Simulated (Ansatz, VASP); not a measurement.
Hf3SnS4: VASP beside Ansatz

Contents of INCAR:

```
  ALGO = Normal
  EDIFF = 1E-7
  EDIFFG = -0.08
  ENCUT = 500
  GGA = PE
  GGA_COMPAT = F
  IBRION = 2
  ISIF = 3
  ISMEAR = 0
  LASPH = T
  LCHARG = F
  LREAL = F
  LWAVE = F
  NELM = 120
  NELMIN = 4
  NSW = 36
  PREC = Accurate
  SIGMA = 0.15
```

File KPOINTS:

```
k-points
0
Gamma
  3 3 2
```

File POSCAR:

```
Hf3SnS4
1.0
    5.0694700300      0.0000000000      0.0000000000
    0.0000000000      5.0694700300      0.0000000000
    0.0000000000      0.0000000000      7.5611872000
Hf Sn S
3 1 4
Direct
    0.0000000000      0.5000000000      0.5000000000
    0.5000000000      0.0000000000      0.5000000000
    0.0000000000      0.0000000000      0.5000000000
    0.0000000000      0.0000000000      0.0000000000
    0.0000000000      0.5000000000      0.7619659900
    0.5000000000      0.0000000000      0.7619659900
    0.0000000000      0.5000000000      0.2380340100
    0.5000000000      0.0000000000      0.2380340100
```

Input for Ansatz:

```yaml
crystal:
  lattice:
    - [5.06947003, 0.0, 0.0]
    - [0.0, 5.06947003, 0.0]
    - [0.0, 0.0, 7.5611872]
  atoms:
    - { symbol: Hf, position: [0.0, 0.5, 0.5] }
    - { symbol: Hf, position: [0.5, 0.0, 0.5] }
    - { symbol: Hf, position: [0.0, 0.0, 0.5] }
    - { symbol: Sn, position: [0.0, 0.0, 0.0] }
    - { symbol: S, position: [0.0, 0.5, 0.76196599] }
    - { symbol: S, position: [0.5, 0.0, 0.76196599] }
    - { symbol: S, position: [0.0, 0.5, 0.23803401] }
    - { symbol: S, position: [0.5, 0.0, 0.23803401] }
basis:
  ecutwfc: 420
kpoints:
  mp_grid: { grid: [3, 3, 2] }
hamiltonian:
  xc: pbe
scf:
  occupations: { method: gaussian, width: 0.15 }
  lower_state_search: "off"
output:
  forces: true
  stress: true
  eigenvalues: true
relax:
  adjacent_minimum: "off"
  f_tol: 0.08
  max_steps: 16
  cell: { stress_tol: 0.8 }
```

Alike in both runs: task relaxation of cell and atoms; functional PBE; k mesh 3 × 3 × 2; occupations gaussian, width 0.15 eV; no spin polarisation.

|  | VASP | Ansatz |
| --- | --- | --- |
| version | VASP 6.6.1 | Ansatz 0.2.0 |
| potentials or method | VASP PAW PBE potentials, release 64 (Hf_pv, Sn_d, S), cutoff 500 eV | scalar-relativistic, plane waves, PAW |
| valence electrons in the cell | 68 | 116 |

```csv
,VASP,Ansatz,Ansatz less VASP
"gap on the k mesh at the Fermi level, each at its own relaxed structure (eV)",none,none,-
relaxed volume (Å³/atom),30.71,30.66,-0.050
relaxed length of the cell vector where the two differ most in proportion (Å),5.500,5.494,-0.0059
```

A gap of «none» marks a metal or a gap that the smearing closes. VASP's potentials hold 68 valence electrons a cell and Ansatz's 116, so a difference there can come from the potentials and not from the codes.

The k mesh is coarse, so the values compare programs but aren't converged. Neither program's run includes spin-orbit coupling. Noted on VASP's run: the volume moved by over 15 % at a fixed basis, so the end points are rough.
